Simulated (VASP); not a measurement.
# SnTe3 (Fm-3m) in VASP: single point with LDA

Aim: the single point of SnTe3 with LDA.

All numbers are computed with VASP 6.6.1; they aren't measurements. Logs are shortened: lines on timing, memory, paths and dates and some standing lists are left out, and cuts for length are marked.

## 1. The cell of the first run

The structure is cubic, space group Fm-3m (No. 225). Conventional cell: a = 7.722 Å, b = 7.722 Å, c = 7.722 Å, α = 90.00°, β = 90.00°, γ = 90.00°. Within 4.4 Å of Sn (site symmetry m-3m) lie 14 Te at 3.34 to 3.86 Å. Te (site symmetry -43m) has 4 Sn at 3.34 Å and 10 Te at 3.34 to 3.86 Å within 4.4 Å. Within 4.4 Å of Te (site symmetry m-3m) lie 8 Te at 3.34 Å and 6 Sn at 3.86 Å.

## 2. Single point, LDA

Contents of INCAR:

```
SYSTEM = SnTe3
ALGO = Normal
EDIFF = 1E-6
ENCUT = 520
GGA = CA
ISIF = 2
ISMEAR = -1
LASPH = .True.
LCHARG = .False.
LREAL = .False.
LWAVE = .False.
NBANDS = 24
NELM = 100
PREC = Accurate
SIGMA = 0.1
```

Contents of KPOINTS:

```
k-points
0
Gamma
  4 4 4
  0 0 0
```

Contents of POSCAR:

```
SnTe3
1.0
    0.0000000000      3.8612190000      3.8612190000
    3.8612190000      0.0000000000      3.8612190000
    3.8612190000      3.8612190000      0.0000000000
Sn Te
1 3
Direct
    0.0000000000      0.0000000000      0.0000000000
    0.2500000000      0.2500000000      0.2500000000
    0.7500000000      0.7500000000      0.7500000000
    0.5000000000      0.5000000000      0.5000000000
```

Potentials or basis: VASP PAW LDA potentials, release 64 (Sn_d, Te).

Started as:

```sh
$ cat potpaw_LDA.64/Sn_d/POTCAR potpaw_LDA.64/Te/POTCAR > POTCAR
$ mpirun -np 1 vasp_std > vasp.out
```

OUTCAR:

```text
SYSTEM = SnTe3
   EDIFF = 1E-6
   ENCUT = 520
   GGA = CA
   ISIF = 2
   ISMEAR = -1
   LASPH = .True.
   LREAL = .False.
   NELM = 100
   PREC = Accurate

 ion  position               nearest neighbor table
   1  0.000  0.000  0.000-   3 3.34   3 3.34   3 3.34   2 3.34   3 3.34   2 3.34   2 3.34   2 3.34

   2  0.250  0.250  0.250-   1 3.34   1 3.34   1 3.34   1 3.34   4 3.34   4 3.34   4 3.34   4 3.34

   3  0.750  0.750  0.750-   4 3.34   4 3.34   4 3.34   1 3.34   4 3.34   1 3.34   1 3.34   1 3.34

   4  0.500  0.500  0.500-   2 3.34   2 3.34   2 3.34   2 3.34   3 3.34   3 3.34   3 3.34   3 3.34

  LATTYP: Found a face centered cubic cell.
 ALAT       =     7.7224380000

  Lattice vectors:

 A1 = (   0.0000000000,   3.8612190000,   3.8612190000)
 A2 = (   3.8612190000,   0.0000000000,   3.8612190000)
 A3 = (   3.8612190000,   3.8612190000,   0.0000000000)

Analysis of symmetry for initial positions (statically):
=====================================================================
 Subroutine PRICEL returns:
 Original cell was already a primitive cell.

 Routine SETGRP: Setting up the symmetry group for a
 face centered cubic supercell.

 Subroutine GETGRP returns: Found 48 space group operations
 (whereof 48 operations were pure point group operations)
 out of a pool of 48 trial point group operations.

The static configuration has the point symmetry O_h .

Analysis of symmetry for dynamics (positions and initial velocities):
=====================================================================
 Subroutine PRICEL returns:
 Original cell was already a primitive cell.

 Routine SETGRP: Setting up the symmetry group for a
 face centered cubic supercell.

 Subroutine GETGRP returns: Found 48 space group operations
 (whereof 48 operations were pure point group operations)
 out of a pool of 48 trial point group operations.

The dynamic configuration has the point symmetry O_h .

 Subroutine INISYM returns: Found 48 space group operations
 (whereof 48 operations are pure point group operations),
 and found     1 'primitive' translations

----------------------------------------------------------------------------------------

                                     Primitive cell

  volume of cell :     115.1339

  direct lattice vectors                    reciprocal lattice vectors
     0.000000000  3.861219000  3.861219000    -0.129492785  0.129492785  0.129492785
     3.861219000  0.000000000  3.861219000     0.129492785 -0.129492785  0.129492785
     3.861219000  3.861219000  0.000000000     0.129492785  0.129492785 -0.129492785

  length of vectors
     5.460588277  5.460588277  5.460588277     0.224288082  0.224288082  0.224288082

  position of ions in fractional coordinates (direct lattice)
     0.000000000  0.000000000  0.000000000
     0.250000000  0.250000000  0.250000000
     0.750000000  0.750000000  0.750000000
     0.500000000  0.500000000  0.500000000

  ion indices of the primitive-cell ions
   primitive index   ion index
                 1           1
                 2           2
                 3           3
                 4           4

----------------------------------------------------------------------------------------

 KPOINTS: k-points

Automatic generation of k-mesh.
 Grid dimensions read from file:
 generate k-points for:    4    4    4

 Generating k-lattice:

  Cartesian coordinates                     Fractional coordinates (reciprocal lattice)
    -0.032373196  0.032373196  0.032373196     0.250000000  0.000000000  0.000000000
     0.032373196 -0.032373196  0.032373196     0.000000000  0.250000000  0.000000000
     0.032373196  0.032373196 -0.032373196     0.000000000  0.000000000  0.250000000

  Length of vectors
     0.056072021  0.056072021  0.056072021

  Shift w.r.t. Gamma in fractional coordinates (k-lattice)
     0.000000000  0.000000000  0.000000000

 Subroutine IBZKPT returns following result:
 ===========================================

 Found      8 irreducible k-points:

 Following reciprocal coordinates:
            Coordinates               Weight
  0.000000  0.000000  0.000000      1.000000
  0.250000  0.000000  0.000000      8.000000
  0.500000  0.000000  0.000000      4.000000
  0.250000  0.250000  0.000000      6.000000
  0.500000  0.250000  0.000000     24.000000
 -0.250000  0.250000  0.000000     12.000000
  0.500000  0.500000  0.000000      3.000000
 -0.250000  0.500000  0.250000      6.000000
   k-points           NKPTS =      8   k-points in BZ     NKDIM =      8   number of bands    NBANDS=     24
   number of dos      NEDOS =    301   number of ions     NIONS =      4
   total plane-waves  NPLWV =  74088
   dimension x,y,z NGX =    42 NGY =   42 NGZ =   42
   dimension x,y,z NGXF=    84 NGYF=   84 NGZF=   84
   ions per type =               1   3
   NGX,Y,Z   is equivalent  to a cutoff of  12.79, 12.79, 12.79 a.u.
   NGXF,Y,Z  is equivalent  to a cutoff of  25.57, 25.57, 25.57 a.u.
 SYSTEM =  SnTe3
   PREC   = accura    normal or accurate (medium, high low for compatibility)
   ISTART =      0    job   : 0-new  1-cont  2-samecut
   ICHARG =      2    charge: 1-file 2-atom 10-const
   ISPIN  =      1    spin polarized calculation?
   LNONCOLLINEAR =      F non collinear calculations
   LSORBIT =      F    spin-orbit coupling
   LASPH  =      T    aspherical Exc in radial PAW
   ENCUT  =  520.0 eV  38.22 Ry    6.18 a.u.  10.15 10.15 10.15*2*pi/ulx,y,z
   NELM   =    100;   NELMIN=  2; NELMDL= -5     # of ELM steps
   EDIFF  = 0.1E-05   stopping-criterion for ELM
   LREAL  =      F    real-space projection
   EDIFFG = 0.1E-04   stopping-criterion for IOM
   NSW    =      0    number of steps for IOM
   IBRION =     -1    ionic relax: 0-MD 1-quasi-New 2-CG
   NFREE  =      0    steps in history (QN), initial steepest desc. (CG)
   ISIF   =      2    stress and relaxation
   ISYM   =      2    0-nonsym 1-usesym 2-fastsym
   POTIM  = 0.5000    time-step for ionic-motion
   TEBEG  =    0.0;   TEEND  =   0.0 temperature during run
   PSTRESS=    0.0 pullay stress
   NELECT =      32.0000    total number of electrons
   NUPDOWN=      -1.0000    fix difference up-down
   EMIN   =  10.00;   EMAX   =-10.00  energy-range for DOS
   EFERMI =   0.00;   METHOD = LEGACY
   ISMEAR =    -1;   SIGMA  =   0.10  broadening in eV -4-tet -1-fermi 0-gaus
   EFERMI_NEDOS =   21; number of points for ismear=-14 and -15
   IALGO  =     38    algorithm
   IMIX   =      4    mixing-type and parameters
     AMIX     =   0.40;   BMIX     =  1.00
     AMIX_MAG =   1.60;   BMIX_MAG =  1.00
  volume/ion in A,a.u.               =      28.78       194.24
  Fermi-wavevector in a.u.,A,eV,Ry     =   1.068375  2.018936 15.530032  1.141425
  Thomas-Fermi vector in A             =   2.204021
   LORBIT       =      0    0 simple, 1 ext, 2 COOP (PROOUT), +10 PAW based schemes
   GGA     = CA    functional components
   LHFCALC =     F    Hartree Fock is set to
   AEXX    =    0.0000 exact exchange contribution
   IVDW    =     0    specifies the selected vdW correction
   LEPSILON=     F    determine dielectric tensor
   LRPA    =     F    only Hartree local field effects (RPA)
 non-spin polarized calculation
  energy-cutoff  :      520.00
  volume of cell :      115.13
 maximum number of plane-waves:      3138
 NGX is ok and might be reduce to    42
   NGX = 21   NGY = 21   NGZ = 21

 number of electron      31.9999997 magnetization

 Free energy of the ion-electron system (eV)
  ---------------------------------------------------
  ext. energy  EPLUGINS =         0.00000000
  ---------------------------------------------------
  free energy    TOTEN  =       -15.44079764 eV

  energy without entropy =      -15.31041703  energy(sigma->0) =      -15.37560734

 E-fermi :   7.5530     XC(G=0): -10.2140

 val. band max:        7.2980078383   @ k =  -0.2500   0.5000   0.2500
 cond. band min:       7.5904049251   @ k =   0.2500   0.2500   0.0000
 fundamental gap:      0.2923970868
 Fermi energy:         7.5530242051

 k-point     1 :       0.0000    0.0000    0.0000
  band No.  band energies     occupation
      1     -13.9621      2.00000
      2     -13.9621      2.00000
      3     -13.9621      2.00000
      4     -13.9567      2.00000
      5     -13.9567      2.00000
      6      -5.9239      2.00000
[... 16 lines left out ...]
     23      11.5690      0.00000
     24      17.6885      0.00000

 k-point     2 :       0.2500    0.0000    0.0000
  band No.  band energies     occupation
      1     -13.9626      2.00000
      2     -13.9616      2.00000
      3     -13.9616      2.00000
      4     -13.9567      2.00000
      5     -13.9567      2.00000
      6      -5.5415      2.00000
[... 16 lines left out ...]
     23      12.1738      0.00000
     24      16.4365      0.00000

 k-point     3 :       0.5000    0.0000    0.0000
  band No.  band energies     occupation
      1     -13.9632      2.00000
      2     -13.9613      2.00000
      3     -13.9613      2.00000
      4     -13.9567      2.00000
      5     -13.9567      2.00000
      6      -4.7743      2.00000
[... 16 lines left out ...]
     23      15.2279      0.00000
     24      15.2326      0.00000

 k-point     4 :       0.2500    0.2500    0.0000
  band No.  band energies     occupation
      1     -13.9632      2.00000
      2     -13.9612      2.00000
      3     -13.9612      2.00000
      4     -13.9571      2.00000
      5     -13.9565      2.00000
      6      -5.4120      2.00000
[... 16 lines left out ...]
     23      13.7220      0.00000
     24      15.7102      0.00000

 k-point     5 :       0.5000    0.2500    0.0000
  band No.  band energies     occupation
      1     -13.9633      2.00000
      2     -13.9614      2.00000
      3     -13.9608      2.00000
      4     -13.9572      2.00000
      5     -13.9565      2.00000
      6      -4.6393      2.00000
[... 16 lines left out ...]
     23      14.1406      0.00000
     24      14.9425      0.00000

 k-point     6 :      -0.2500    0.2500    0.0000
  band No.  band energies     occupation
      1     -13.9625      2.00000
      2     -13.9619      2.00000
      3     -13.9612      2.00000
      4     -13.9568      2.00000
      5     -13.9568      2.00000
      6      -4.9530      2.00000
[... 16 lines left out ...]
     23      14.7244      0.00000
     24      14.9027      0.00000

 k-point     7 :       0.5000    0.5000    0.0000
  band No.  band energies     occupation
      1     -13.9645      2.00000
      2     -13.9604      2.00000
      3     -13.9604      2.00000
      4     -13.9576      2.00000
      5     -13.9563      2.00000
      6      -4.0792      2.00000
[... 16 lines left out ...]
     23      13.0944      0.00000
     24      13.1565      0.00000

 k-point     8 :      -0.2500    0.5000    0.2500
  band No.  band energies     occupation
      1     -13.9624      2.00000
      2     -13.9624      2.00000
      3     -13.9604      2.00000
      4     -13.9573      2.00000
      5     -13.9566      2.00000
      6      -4.0229      2.00000
[... 16 lines left out ...]
     23      14.2784      0.00000
     24      14.6220      0.00000

------------------------ aborting loop because EDIFF is reached ----------------------------------------

  FORCE on cell =-STRESS in cart. coord.  units (eV):
  Direction    XX          YY          ZZ          XY          YZ          ZX
  --------------------------------------------------------------------------------------
  -------------------------------------------------------------------------------------
  Total       -2.4833356     -2.4833356     -2.4833356      0.0000000      0.0000000      0.0000000
  in kB      -34.5575304    -34.5575304    -34.5575304      0.0000000      0.0000000      0.0000000
  external PRESSURE =     -34.5575304 kB  Pullay stress =       0.0000000 kB

 VOLUME and BASIS-vectors are now :
 -----------------------------------------------------------------------------
  energy-cutoff  :      520.00
  volume of cell :      115.13
      direct lattice vectors                 reciprocal lattice vectors
     0.000000000  3.861219000  3.861219000    -0.129492785  0.129492785  0.129492785
     3.861219000  0.000000000  3.861219000     0.129492785 -0.129492785  0.129492785
     3.861219000  3.861219000  0.000000000     0.129492785  0.129492785 -0.129492785

 POSITION                                       TOTAL-FORCE (eV/Angst)
 -----------------------------------------------------------------------------------
      0.00000      0.00000      0.00000        -0.000000     -0.000000      0.000000
      1.93061      1.93061      1.93061        -0.000000      0.000000      0.000000
      5.79183      5.79183      5.79183         0.000000     -0.000000     -0.000000
      3.86122      3.86122      3.86122        -0.000000     -0.000000      0.000000
 -----------------------------------------------------------------------------------
    total drift:                               -0.000000      0.000000      0.000000

  FREE ENERGIE OF THE ION-ELECTRON SYSTEM (eV)
  ---------------------------------------------------
  free  energy   TOTEN  =       -15.4407976449 eV

  energy  without entropy=      -15.3104170319  energy(sigma->0) =      -15.37560734
```

It took 22 s on 1 thread of AMD EPYC 7R43 (Zen 3), shared host; peak memory 0.17 GiB.

What came out:

```
Free energy            : -15.4408 eV
Pressure               : -3.5 GPa
Band gap on the k mesh : zero (band 16 reaches 7.94 eV, above the bottom of band 17 at 5.71 eV)
```

Levels at points of the mesh, in eV from the Fermi level:
| k point | band 13 | band 14 | band 15 | band 16 | band 17 | band 18 |
| --- | --- | --- | --- | --- | --- | --- |
| (0.00, 0.00, 0.00) | -3.28 | -3.28 | -3.28 | -1.84 | -1.84 | -1.84 |
| (0.50, 0.00, 0.00) | -3.41 | -2.05 | -1.95 | 0.39 | 0.39 | 1.25 |
| (0.50, 0.50, 0.00) | -0.98 | -0.58 | -0.58 | 0.04 | 0.16 | 0.16 |

Caveat: spin-orbit coupling is left out, which moves the levels of the heavy elements.
